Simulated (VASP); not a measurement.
# Au (I4/mmm) in VASP: a series of runs, part 2 of 2

VASP 6.6.1. The steps go on from the part before.

## (4) Single point, PBEsol (strain +0.000 along x and y, -0.050 along z)

Input file INCAR:

```
ALGO     = Fast           # electronic algorithm
EDIFF    = 1E-6           # SCF threshold, eV
ENCUT    = 520            # plane-wave cutoff, eV
GGA      = PS             # functional
ISIF     = 2              # what is computed and relaxed
ISMEAR   = 0              # smearing method
LASPH    = T              # aspherical terms in the spheres
LCHARG   = F              # write CHGCAR
LREAL    = F              # projectors in reciprocal space
LWAVE    = F              # write WAVECAR
NBANDS   = 12             # bands
NELM     = 100            # most SCF steps
PREC     = Accurate       # precision mode
SIGMA    = 0.15           # smearing width, eV
```

Input file KPOINTS:

```
k-points
0
Gamma
  20 20 20
```

Input file POSCAR:

```
Au
1.0
   -1.6572690000      1.6572690000      1.5744055500
    1.6572690000     -1.6572690000      1.5744055500
    1.6572690000      1.6572690000     -1.5744055500
Au
1
Direct
    0.0000000000      0.0000000000      0.0000000000
```

Started as:

```bash
$ cat potpaw_PBE.64/Au/POTCAR > POTCAR
$ mpirun -np 1 vasp_std > vasp.out
```

It took 39 s on 1 thread of Intel Xeon 6975P-C (Granite Rapids), shared host; peak memory 0.25 GiB.

The run converged. Its results:

| Quantity | Value |
| --- | --- |
| Free energy | -3.9034 eV |
| Pressure | -2.6 GPa |

Stress tensor (GPa, compression positive):
```
-2.43  0.00  0.00
 0.00 -2.43  0.00
 0.00  0.00 -2.99
```

Levels at points of the mesh, in eV from the Fermi level:
```csv
k point,band 4,band 5,band 6,band 7,band 8,band 9
"(0.00, 0.00, 0.00)",-4.69,-3.14,-2.73,16.14,16.14,17.11
"(0.50, 0.00, 0.00)",-2.55,-1.40,-0.56,3.58,12.07,13.36
"(0.50, 0.50, 0.00)",-2.83,-1.45,-0.87,3.16,12.80,14.55
"(0.50, 0.50, 0.50)",-1.82,-1.71,5.71,5.71,7.22,9.38
```

Caveat: the cell differs from its parent crystal (strain +0.000 along x and y, -0.050 along z); the PAW data sets were made with another functional, which shifts forces and pressure a little; spin-orbit coupling is left out, which moves the levels of the heavy elements.

## (5) Single point, PBEsol (strain -0.025 along x and y, +0.000 along z)

INCAR: that of step 4 with these lines changed.

```diff
@@ -1,3 +1,3 @@
 ALGO     = Fast           # electronic algorithm
-EDIFF    = 1E-6           # SCF threshold, eV
+EDIFF    = 1E-7           # SCF threshold, eV
 ENCUT    = 520            # plane-wave cutoff, eV
@@ -11,3 +11,3 @@
 NBANDS   = 12             # bands
-NELM     = 100            # most SCF steps
+NELM     = 80             # most SCF steps
 PREC     = Accurate       # precision mode
```

KPOINTS is that of step 4.

Input file POSCAR:

```
Au
1.0
   -1.6158372750      1.6158372750      1.6572690000
    1.6158372750     -1.6158372750      1.6572690000
    1.6158372750      1.6158372750     -1.6572690000
Au
1
Direct
    0.0000000000      0.0000000000      0.0000000000
```

Started as:

```bash
$ cat potpaw_PBE.64/Au/POTCAR > POTCAR
$ mpirun -np 1 vasp_std > vasp.out
```

It took 48 s on 1 thread of Intel Xeon 6975P-C (Granite Rapids), shared host; peak memory 0.24 GiB.

Results (log left out):

```yaml
Free_energy: -3.9027 eV
Pressure: -2.8 GPa
```

Levels at points of the mesh, in eV from the Fermi level:
```
           k point  band 2  band 3  band 4  band 5  band 6  band 7  band 8  band 9  band 10  band 11
(0.00, 0.00, 0.00)   -4.84   -4.84   -4.68   -2.99   -2.80   16.19   16.63   16.63    23.45    24.31
(0.50, 0.00, 0.00)   -5.80   -3.13   -2.69   -1.40   -0.69    3.39   12.44   13.95    21.85    22.10
(0.50, 0.50, 0.00)   -5.98   -2.90   -2.63   -1.36   -0.55    3.59   12.09   13.38    21.07    21.74
(0.50, 0.50, 0.50)   -6.71   -1.79   -1.74   -1.74    5.74    6.46    6.46    9.47    15.59    16.08
```

Caveat: the cell differs from its parent crystal (strain -0.025 along x and y, +0.000 along z); the PAW data sets were made with another functional, which shifts forces and pressure a little; spin-orbit coupling is left out, which moves the levels of the heavy elements.

## (6) Single point, PBEsol (strain +0.000 along x and y, -0.025 along z)

Input file INCAR:

```
SYSTEM = Au
PREC = Accurate ; ENCUT = 520
EDIFF = 1E-6 ; ISMEAR = 0
SIGMA = 0.15 ; LREAL = .False.
LASPH = .True. ; NELM = 100
ALGO = Fast ; ISIF = 2
LWAVE = .False. ; LCHARG = .False.
GGA = PS ; NBANDS = 12
```

Input file KPOINTS:

```
Automatic mesh
0
Gamma
  20 20 20
  0 0 0
```

Input file POSCAR:

```
Au
1.0
   -1.6572690000      1.6572690000      1.6158372750
    1.6572690000     -1.6572690000      1.6158372750
    1.6572690000      1.6572690000     -1.6158372750
Au
1
Direct
    0.0000000000      0.0000000000      0.0000000000
```

Potentials or basis: VASP PAW PBE potentials, release 64 (Au).

Started as:

```bash
$ cat potpaw_PBE.64/Au/POTCAR > POTCAR
$ mpirun -np 1 vasp_std > vasp.out
```

Run time: 38 s. Hardware: 1 thread of Intel Xeon 6975P-C (Granite Rapids), shared host; peak memory 0.24 GiB.

The run converged. Its results:

| Item | Value |
| --- | --- |
| Free energy | -3.8900 eV |
| Pressure | -6.4 GPa |

Stress tensor (GPa, compression positive):
```
-6.41  0.00  0.00
 0.00 -6.41  0.00
 0.00  0.00 -6.49
```

Levels at points of the mesh, in eV from the Fermi level:
```tsv
k point	band 3	band 4	band 5	band 6	band 7	band 8	band 9	band 10
(0.00, 0.00, 0.00)	-4.61	-4.61	-2.94	-2.75	16.31	16.31	16.76	23.29
(0.50, 0.00, 0.00)	-2.95	-2.60	-1.39	-0.50	3.37	12.18	13.38	20.94
(0.50, 0.50, 0.00)	-3.11	-2.71	-1.42	-0.64	3.16	12.54	13.95	21.72
(0.50, 0.50, 0.50)	-1.78	-1.78	-1.73	5.95	5.95	6.67	9.16	15.28
```

Caveat: the cell differs from its parent crystal (strain +0.000 along x and y, -0.025 along z); the PAW data sets were made with another functional, which shifts forces and pressure a little; spin-orbit coupling is left out, which moves the levels of the heavy elements.

## (7) Single point, PBEsol (strain -0.025 along x and y, +0.025 along z)

Input file INCAR:

```
PREC     = Accurate       # precision mode
ENCUT    = 520            # plane-wave cutoff, eV
EDIFF    = 1E-7           # SCF threshold, eV
ISMEAR   = 0              # smearing method
SIGMA    = 0.15           # smearing width, eV
LREAL    = F              # projectors in reciprocal space
LASPH    = T              # aspherical terms in the spheres
NELM     = 60             # most SCF steps
ALGO     = Fast           # electronic algorithm
ISIF     = 2              # what is computed and relaxed
LWAVE    = F              # write WAVECAR
LCHARG   = F              # write CHGCAR
GGA      = PS             # functional
NBANDS   = 12             # bands
```

Input file KPOINTS:

```
Automatic mesh
0
Gamma
  20 20 20
```

Input file POSCAR:

```
Au
1.0
   -1.6158372750      1.6158372750      1.6987007250
    1.6158372750     -1.6158372750      1.6987007250
    1.6158372750      1.6158372750     -1.6987007250
Au
1
Direct
    0.0000000000      0.0000000000      0.0000000000
```

Potentials or basis: VASP PAW PBE potentials, release 64 (Au).

Started as:

```bash
$ cat potpaw_PBE.64/Au/POTCAR > POTCAR
$ mpirun -np 1 vasp_std > vasp.out
```

OUTCAR:

```text
PREC = Accurate
   ENCUT = 520
   EDIFF = 1E-7
   ISMEAR = 0
   LREAL = F
   LASPH = T
   NELM = 60
   ISIF = 2
   GGA = PS

 ion  position               nearest neighbor table
   1  0.000  0.000  0.000-

  LATTYP: Found a body centered tetragonal cell.
 ALAT       =     3.2316745500
 C/A-ratio  =     1.0512820513

  Lattice vectors:

 A1 = (  -1.6158372750,   1.6158372750,   1.6987007250)
 A2 = (   1.6158372750,  -1.6158372750,   1.6987007250)
 A3 = (   1.6158372750,   1.6158372750,  -1.6987007250)

Analysis of symmetry for initial positions (statically):
=====================================================================
 Subroutine PRICEL returns:
 Original cell was already a primitive cell.

 Routine SETGRP: Setting up the symmetry group for a
 body centered tetragonal supercell.

 Subroutine GETGRP returns: Found 16 space group operations
 (whereof 16 operations were pure point group operations)
 out of a pool of 16 trial point group operations.

The static configuration has the point symmetry D_4h.

Analysis of symmetry for dynamics (positions and initial velocities):
=====================================================================
 Subroutine PRICEL returns:
 Original cell was already a primitive cell.

 Routine SETGRP: Setting up the symmetry group for a
 body centered tetragonal supercell.

 Subroutine GETGRP returns: Found 16 space group operations
 (whereof 16 operations were pure point group operations)
 out of a pool of 16 trial point group operations.

The dynamic configuration has the point symmetry D_4h.

 Subroutine INISYM returns: Found 16 space group operations
 (whereof 16 operations are pure point group operations),
 and found     1 'primitive' translations

----------------------------------------------------------------------------------------

                                     Primitive cell

  volume of cell :      17.7408

[... 108 lines left out ...]
  Fermi-wavevector in a.u.,A,eV,Ry     =   1.395988  2.638035 26.514796  1.948783
  Thomas-Fermi vector in A             =   2.519386
   LORBIT       =      0    0 simple, 1 ext, 2 COOP (PROOUT), +10 PAW based schemes
   GGA     = PS    functional components
   LHFCALC =     F    Hartree Fock is set to
   AEXX    =    0.0000 exact exchange contribution
   IVDW    =     0    specifies the selected vdW correction
   LEPSILON=     F    determine dielectric tensor
   LRPA    =     F    only Hartree local field effects (RPA)
 non-spin polarized calculation
 RMM-DIIS sequential band-by-band and
 Gauss-broadening in eV      SIGMA  =   0.15
  energy-cutoff  :      520.00
  volume of cell :       17.74
 maximum number of plane-waves:       493
 NGX is ok and might be reduce to    24
   NGX = 11   NGY = 11   NGZ = 11

 number of electron      10.9999999 magnetization

 Free energy of the ion-electron system (eV)
  ---------------------------------------------------
  ext. energy  EPLUGINS =         0.00000000
  ---------------------------------------------------
  free energy    TOTEN  =        -3.89078214 eV

  energy without entropy =       -3.88748667  energy(sigma->0) =       -3.88913441

 E-fermi :   8.6494     XC(G=0): -12.6501

 val. band max:        8.6440453847   @ k =   0.4000   0.1000   0.0000
 cond. band min:       8.6606241227   @ k =   0.5000   0.4000   0.0500
 fundamental gap:      0.0165787380
 Fermi energy:         8.6494166297

 k-point     1 :       0.0000    0.0000    0.0000
  band No.  band energies     occupation
      1      -0.8693      2.00000
      2       3.8933      2.00000
      3       3.8933      2.00000
      4       4.1914      2.00000
      5       5.6164      2.00000
      6       5.9590      2.00000
      7      24.5768      0.00000
      8      25.3890      0.00000
      9      25.3890      0.00000
     10      31.1803      0.00000
     11      32.7845      0.00000
     12      32.9763      0.00000
[... 331 lines left out ...]
 k-point    24 :      -0.3500    0.0500   -0.0000
  band No.  band energies     occupation
      1       1.6081      2.00000
      2       3.3264      2.00000
      3       4.6496      2.00000
      4       5.4344      2.00000
      5       5.9909      2.00000
      6       6.3019      2.00000
      7      17.0417      0.00000
      8      22.3851      0.00000
      9      24.5499      0.00000
     10      28.7852      0.00000
     11      29.8617      0.00000
     12      30.9455      0.00000

 [... further k-points ...]
[... 5 lines left out ...]
  --------------------------------------------------------------------------------------
  -------------------------------------------------------------------------------------
  Total       -0.7143902     -0.7143902     -0.6816746      0.0000000     -0.0000000      0.0000000
  in kB      -64.5169722    -64.5169722    -61.5624037      0.0000000     -0.0000000      0.0000000
  external PRESSURE =     -63.5321160 kB  Pullay stress =       0.0000000 kB

 VOLUME and BASIS-vectors are now :
 -----------------------------------------------------------------------------
  energy-cutoff  :      520.00
  volume of cell :       17.74
      direct lattice vectors                 reciprocal lattice vectors
    -1.615837275  1.615837275  1.698700725     0.000000000  0.309437100  0.294342607
     1.615837275 -1.615837275  1.698700725     0.309437100  0.000000000  0.294342607
     1.615837275  1.615837275 -1.698700725     0.309437100  0.309437100  0.000000000

 POSITION                                       TOTAL-FORCE (eV/Angst)
 -----------------------------------------------------------------------------------
      0.00000      0.00000      0.00000        -0.000000     -0.000000      0.000000
 -----------------------------------------------------------------------------------
    total drift:                               -0.000000      0.000000      0.000000

  FREE ENERGIE OF THE ION-ELECTRON SYSTEM (eV)
  ---------------------------------------------------
  free  energy   TOTEN  =        -3.8907821430 eV

  energy  without entropy=       -3.8874866745  energy(sigma->0) =       -3.88913441
```

stdout:

```text
POSCAR found type information on POSCAR Au
 POSCAR found :  1 types and       1 ions
 scaLAPACK will be used
 -----------------------------------------------------------------------------
|                                                                             |
|                                                                             |
|     You enforced a specific xc type in the INCAR file but a different       |
|     I HOPE YOU KNOW WHAT YOU ARE DOING!                                     |
|                                                                             |
 -----------------------------------------------------------------------------

 LDA part: xc-table for (Slater+PW92), standard interpolation
 POSCAR, INCAR and KPOINTS ok, starting setup
 FFT: planning ... GRIDC
 FFT: planning ... GRID_SOFT
 FFT: planning ... GRID
 WAVECAR not read
 entering main loop
```

Run time: 57 s. Hardware: 1 thread of Intel Xeon 6975P-C (Granite Rapids), shared host; peak memory 0.25 GiB.

Results:

| Quantity | Value |
| --- | --- |
| Free energy | -3.8908 eV |
| Pressure | -6.4 GPa |

Stress tensor (GPa, compression positive):
```
-6.45  0.00  0.00
 0.00 -6.45  0.00
 0.00  0.00 -6.16
```

Levels at points of the mesh, in eV from the Fermi level:
```csv
k point,band 4,band 5,band 6,band 7,band 8,band 9
"(0.00, 0.00, 0.00)",-4.46,-3.03,-2.69,15.93,16.74,16.74
"(0.50, 0.00, 0.00)",-2.63,-1.44,-0.64,3.18,12.54,13.96
"(0.50, 0.50, 0.00)",-2.54,-1.36,-0.35,3.57,11.84,12.85
"(0.50, 0.50, 0.50)",-1.73,-1.73,5.27,6.67,6.67,9.08
```

Caveat: the cell differs from its parent crystal (strain -0.025 along x and y, +0.025 along z); the PAW data sets were made with another functional, which shifts forces and pressure a little; spin-orbit coupling is left out, which moves the levels of the heavy elements.

## (8) The runs side by side

| cell | gap on the mesh (eV) | pressure (GPa) |
| --- | --- | --- |
| a = 2.776 Å, angles 110.9, 110.9, 106.7°, 1 atom | none | 6.8 |
| a = 2.775 Å, angles 108.8, 108.8, 110.9°, 1 atom | none | 6.7 |
| a = 2.823 Å, angles 108.1, 108.1, 112.2°, 1 atom | none | -2.6 |
| a = 2.823 Å, angles 110.2, 110.2, 108.1°, 1 atom | none | -2.8 |
| a = 2.847 Å, angles 108.8, 108.8, 110.8°, 1 atom | none | -6.4 |
| a = 2.847 Å, angles 110.8, 110.8, 106.7°, 1 atom | none | -6.4 |

Alike in all rows: task single point; level PBEsol; potentials or basis VASP PAW PBE potentials, release 64 (Au); no spin polarisation; k mesh 20 × 20 × 20; cutoff (eV) 520; smearing gaussian 0.15 eV.

Caveats: the PAW data sets were made with another functional, which shifts forces and pressure a little; spin-orbit coupling is left out, which moves the levels of the heavy elements.

Total energies depend on the potentials used, so only differences within one code and one set of settings carry meaning.
